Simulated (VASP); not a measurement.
# Ta (Im-3m) in VASP: single point with r2SCAN

Aim: the single point of Ta with r2SCAN.

All numbers are computed with VASP 6.6.1; they aren't measurements. Logs are shortened: lines on timing, memory, paths and dates and some standing lists are left out, and cuts for length are marked.

## 1. The cell of the first run

It takes space group Im-3m (No. 229, cubic). The conventional cell has a = 3.304 Å, b = 3.304 Å, c = 3.304 Å, α = 90.00°, β = 90.00°, γ = 90.00°. Ta (site symmetry m-3m) has 14 Ta at 2.86 to 3.30 Å within 3.8 Å.

## 2. Single point, r2SCAN

File POSCAR:

```
Ta
1.0
   -1.6521559392      1.6521559392      1.6521559392
    1.6521559392     -1.6521559392      1.6521559392
    1.6521559392      1.6521559392     -1.6521559392
Ta
1
Direct
    0.0000000000      0.0000000000      0.0000000000
```

File INCAR.step1:

```
PREC = Accurate ; ENCUT = 520
ISMEAR = 0 ; SIGMA = 0.05
LREAL = False ; LASPH = True
NELM = 80 ; NBANDS = 12
GGA = PE ; ALGO = Normal
EDIFF = 1E-4 ; LWAVE = True
LCHARG = False
```

File INCAR.step2:

```
PREC = Accurate ; ENCUT = 520
EDIFF = 1E-6 ; ISMEAR = 0
SIGMA = 0.05 ; LREAL = False
LASPH = True ; NELM = 80
ALGO = Normal ; ISIF = 2
LWAVE = False ; LCHARG = False
METAGGA = R2SCAN ; LMIXTAU = True
NBANDS = 12 ; ISTART = 1
```

File KPOINTS:

```
Automatic mesh
0
Gamma
  18 18 18
```

Potentials or basis: VASP PAW PBE potentials, release 64 (Ta_pv).

Started as:

```
> cat potpaw_PBE.64/Ta_pv/POTCAR > POTCAR
> cp INCAR.step1 INCAR
> mpirun -np 1 vasp_std > vasp.out
> cp INCAR.step2 INCAR
> mpirun -np 1 vasp_std > vasp.out
```

OUTCAR:

```text
PREC = Accurate
   ENCUT = 520
   EDIFF = 1E-6
   ISMEAR = 0
   LREAL = False
   LASPH = True
   NELM = 80
   ISIF = 2
   METAGGA = R2SCAN
   ISTART = 1

 ion  position               nearest neighbor table
   1  0.000  0.000  0.000-

  LATTYP: Found a body centered cubic cell.
 ALAT       =     3.3043118784

  Lattice vectors:

 A1 = (  -1.6521559392,   1.6521559392,   1.6521559392)
 A2 = (   1.6521559392,  -1.6521559392,   1.6521559392)
 A3 = (   1.6521559392,   1.6521559392,  -1.6521559392)

Analysis of symmetry for initial positions (statically):
=====================================================================
 Subroutine PRICEL returns:
 Original cell was already a primitive cell.

 Routine SETGRP: Setting up the symmetry group for a
 body centered cubic supercell.

 Subroutine GETGRP returns: Found 48 space group operations
 (whereof 48 operations were pure point group operations)
 out of a pool of 48 trial point group operations.

The static configuration has the point symmetry O_h .

Analysis of symmetry for dynamics (positions and initial velocities):
=====================================================================
 Subroutine PRICEL returns:
 Original cell was already a primitive cell.

 Routine SETGRP: Setting up the symmetry group for a
 body centered cubic supercell.

 Subroutine GETGRP returns: Found 48 space group operations
 (whereof 48 operations were pure point group operations)
 out of a pool of 48 trial point group operations.

The dynamic configuration has the point symmetry O_h .

 Subroutine INISYM returns: Found 48 space group operations
 (whereof 48 operations are pure point group operations),
 and found     1 'primitive' translations

----------------------------------------------------------------------------------------

                                     Primitive cell

  volume of cell :      18.0390

  direct lattice vectors                    reciprocal lattice vectors
    -1.652155939  1.652155939  1.652155939     0.000000000  0.302634871  0.302634871
     1.652155939 -1.652155939  1.652155939     0.302634871  0.000000000  0.302634871
     1.652155939  1.652155939 -1.652155939     0.302634871  0.302634871  0.000000000

  length of vectors
     2.861618029  2.861618029  2.861618029     0.427990339  0.427990339  0.427990339

  position of ions in fractional coordinates (direct lattice)
     0.000000000  0.000000000  0.000000000

  ion indices of the primitive-cell ions
   primitive index   ion index
                 1           1

----------------------------------------------------------------------------------------

 KPOINTS: Automatic mesh

Automatic generation of k-mesh.
 Grid dimensions read from file:
 generate k-points for:   18   18   18

 Generating k-lattice:

  Cartesian coordinates                     Fractional coordinates (reciprocal lattice)
     0.000000000  0.016813048  0.016813048     0.055555556  0.000000000  0.000000000
     0.016813048  0.000000000  0.016813048     0.000000000  0.055555556  0.000000000
     0.016813048  0.016813048  0.000000000     0.000000000  0.000000000  0.055555556

  Length of vectors
     0.023777241  0.023777241  0.023777241

  Shift w.r.t. Gamma in fractional coordinates (k-lattice)
     0.000000000  0.000000000  0.000000000

 Subroutine IBZKPT returns following result:
 ===========================================

 Found    195 irreducible k-points:

 Following reciprocal coordinates:
            Coordinates               Weight
  0.000000  0.000000  0.000000      1.000000
  0.055556  0.000000  0.000000     12.000000
  0.111111  0.000000  0.000000     12.000000
  0.166667  0.000000  0.000000     12.000000
  0.222222  0.000000  0.000000     12.000000
  0.277778  0.000000  0.000000     12.000000
[... 16 lines left out ...]
  0.333333  0.111111 -0.000000     48.000000
  0.388889  0.111111 -0.000000     48.000000
 [... further k-points ...]
   k-points           NKPTS =    195   k-points in BZ     NKDIM =    195   number of bands    NBANDS=     12
   number of dos      NEDOS =    301   number of ions     NIONS =      1
   total plane-waves  NPLWV =  13824
   dimension x,y,z NGX =    24 NGY =   24 NGZ =   24
   dimension x,y,z NGXF=    48 NGYF=   48 NGZF=   48
   ions per type =               1
   NGX,Y,Z   is equivalent  to a cutoff of  13.94, 13.94, 13.94 a.u.
   NGXF,Y,Z  is equivalent  to a cutoff of  27.89, 27.89, 27.89 a.u.
 SYSTEM =  unknown system
   PREC   = accura    normal or accurate (medium, high low for compatibility)
   ISTART =      1    job   : 0-new  1-cont  2-samecut
   ICHARG =      0    charge: 1-file 2-atom 10-const
   ISPIN  =      1    spin polarized calculation?
   LNONCOLLINEAR =      F non collinear calculations
   LSORBIT =      F    spin-orbit coupling
   LASPH  =      T    aspherical Exc in radial PAW
   ENCUT  =  520.0 eV  38.22 Ry    6.18 a.u.   5.32  5.32  5.32*2*pi/ulx,y,z
   NELM   =     80;   NELMIN=  2; NELMDL=  0     # of ELM steps
   EDIFF  = 0.1E-05   stopping-criterion for ELM
   LREAL  =      F    real-space projection
   EDIFFG = 0.1E-04   stopping-criterion for IOM
   NSW    =      0    number of steps for IOM
   IBRION =     -1    ionic relax: 0-MD 1-quasi-New 2-CG
   NFREE  =      0    steps in history (QN), initial steepest desc. (CG)
   ISIF   =      2    stress and relaxation
   ISYM   =      2    0-nonsym 1-usesym 2-fastsym
   POTIM  = 0.5000    time-step for ionic-motion
   TEBEG  =    0.0;   TEEND  =   0.0 temperature during run
   PSTRESS=    0.0 pullay stress
   NELECT =      11.0000    total number of electrons
   NUPDOWN=      -1.0000    fix difference up-down
   EMIN   =  10.00;   EMAX   =-10.00  energy-range for DOS
   EFERMI =   0.00;   METHOD = LEGACY
   ISMEAR =     0;   SIGMA  =   0.05  broadening in eV -4-tet -1-fermi 0-gaus
   EFERMI_NEDOS =   21; number of points for ismear=-14 and -15
   IALGO  =     38    algorithm
   IMIX   =      4    mixing-type and parameters
     AMIX     =   0.40;   BMIX     =  1.00
     AMIX_MAG =   1.60;   BMIX_MAG =  1.00
  volume/ion in A,a.u.               =      18.04       121.73
  Fermi-wavevector in a.u.,A,eV,Ry     =   1.388251  2.623414 26.221707  1.927241
  Thomas-Fermi vector in A             =   2.512395
   LORBIT       =      0    0 simple, 1 ext, 2 COOP (PROOUT), +10 PAW based schemes
   METAGGA = R2SCAN    functional components
   LHFCALC =     F    Hartree Fock is set to
   AEXX    =    0.0000 exact exchange contribution
   IVDW    =     0    specifies the selected vdW correction
   LEPSILON=     F    determine dielectric tensor
   LRPA    =     F    only Hartree local field effects (RPA)
 non-spin polarized calculation
 Gauss-broadening in eV      SIGMA  =   0.05
  energy-cutoff  :      520.00
  volume of cell :       18.04
 maximum number of plane-waves:       498
 NGX is ok and might be reduce to    24
   NGX = 11   NGY = 11   NGZ = 11

 number of electron      11.0000002 magnetization

 Free energy of the ion-electron system (eV)
  ---------------------------------------------------
  ext. energy  EPLUGINS =         0.00000000
  ---------------------------------------------------
  free energy    TOTEN  =       -48.58100645 eV

  energy without entropy =      -48.57986172  energy(sigma->0) =      -48.58043408

 E-fermi :   5.3117     XC(G=0): -13.7623

 val. band max:        5.3089840839   @ k =   0.3333   0.1111  -0.0000
 cond. band min:       5.3441430424   @ k =   0.1111   0.1111   0.0000
 fundamental gap:      0.0351589585
 Fermi energy:         5.3117051594

 k-point     1 :       0.0000    0.0000    0.0000
  band No.  band energies     occupation
      1     -28.9147      2.00000
      2     -28.9147      2.00000
      3     -28.9147      2.00000
      4      -3.0110      2.00000
      5       6.1544      0.00000
      6       6.1544      0.00000
      7       6.1544      0.00000
      8       9.6388      0.00000
      9       9.6388      0.00000
     10      17.4201      0.00000
     11      21.0825      0.00000
     12      21.0825      0.00000

 k-point     2 :       0.0556    0.0000    0.0000
  band No.  band energies     occupation
      1     -28.9552      2.00000
      2     -28.9270      2.00000
      3     -28.9149      2.00000
      4      -2.8667      2.00000
      5       6.0586      0.00000
      6       6.1256      0.00000
      7       6.2942      0.00000
      8       9.4805      0.00000
      9       9.6376      0.00000
     10      17.4201      0.00000
     11      21.2126      0.00000
     12      21.3364      0.00000

 k-point     3 :       0.1111    0.0000    0.0000
  band No.  band energies     occupation
      1     -29.0704      2.00000
      2     -28.9622      2.00000
      3     -28.9156      2.00000
      4      -2.4485      2.00000
      5       5.7948      0.00000
      6       6.0063      0.00000
      7       6.7093      0.00000
      8       9.1484      0.00000
      9       9.6428      0.00000
     10      17.4200      0.00000
     11      21.5366      0.00000
     12      22.0722      0.00000
[... 286 lines left out ...]
 k-point    23 :       0.3333    0.1111   -0.0000
  band No.  band energies     occupation
      1     -29.9843      2.00000
      2     -29.3007      2.00000
      3     -28.9749      2.00000
      4       1.0785      2.00000
      5       4.0075      2.00000
      6       5.3090      1.06135
      7       9.2648      0.00000
      8      10.5186      0.00000
      9      12.4773      0.00000
     10      17.4133      0.00000
     11      18.4301      0.00000
     12      19.7241      0.00000

 k-point    24 :       0.3889    0.1111   -0.0000
  band No.  band energies     occupation
      1     -30.0679      2.00000
      2     -29.3418      2.00000
      3     -28.9765      2.00000
      4       1.1638      2.00000
      5       3.8664      2.00000
      6       5.8729      0.00000
      7       9.3516      0.00000
      8      10.6972      0.00000
      9      13.4938      0.00000
     10      17.3392      0.00000
     11      17.5266      0.00000
     12      18.9358      0.00000

 [... further k-points ...]

------------------------ aborting loop because EDIFF is reached ----------------------------------------

  FORCE on cell =-STRESS in cart. coord.  units (eV):
  Direction    XX          YY          ZZ          XY          YZ          ZX
  --------------------------------------------------------------------------------------
  -------------------------------------------------------------------------------------
  Total        0.0720401      0.0720401      0.0720401     -0.0000000     -0.0000000      0.0000000
  in kB        6.3984044      6.3984044      6.3984044     -0.0000000     -0.0000000      0.0000000
  external PRESSURE =       6.3984044 kB  Pullay stress =       0.0000000 kB

 VOLUME and BASIS-vectors are now :
 -----------------------------------------------------------------------------
  energy-cutoff  :      520.00
  volume of cell :       18.04
      direct lattice vectors                 reciprocal lattice vectors
    -1.652155939  1.652155939  1.652155939     0.000000000  0.302634871  0.302634871
     1.652155939 -1.652155939  1.652155939     0.302634871  0.000000000  0.302634871
     1.652155939  1.652155939 -1.652155939     0.302634871  0.302634871  0.000000000

 POSITION                                       TOTAL-FORCE (eV/Angst)
 -----------------------------------------------------------------------------------
      0.00000      0.00000      0.00000        -0.000000     -0.000000     -0.000000
 -----------------------------------------------------------------------------------
    total drift:                                0.000000      0.000000     -0.000000

  FREE ENERGIE OF THE ION-ELECTRON SYSTEM (eV)
  ---------------------------------------------------
  free  energy   TOTEN  =       -48.5810064490 eV

  energy  without entropy=      -48.5798617173  energy(sigma->0) =      -48.58043408
```

Wall time 93 s (1 thread of Intel Xeon 6975P-C, shared host); peak memory 0.17 GiB.

Results:

```
Free energy : -48.5810 eV
Pressure    : 0.6 GPa
```

Caveat: the PAW data sets were made with another functional, which shifts forces and pressure a little; spin-orbit coupling is left out, which moves the levels of the heavy elements.
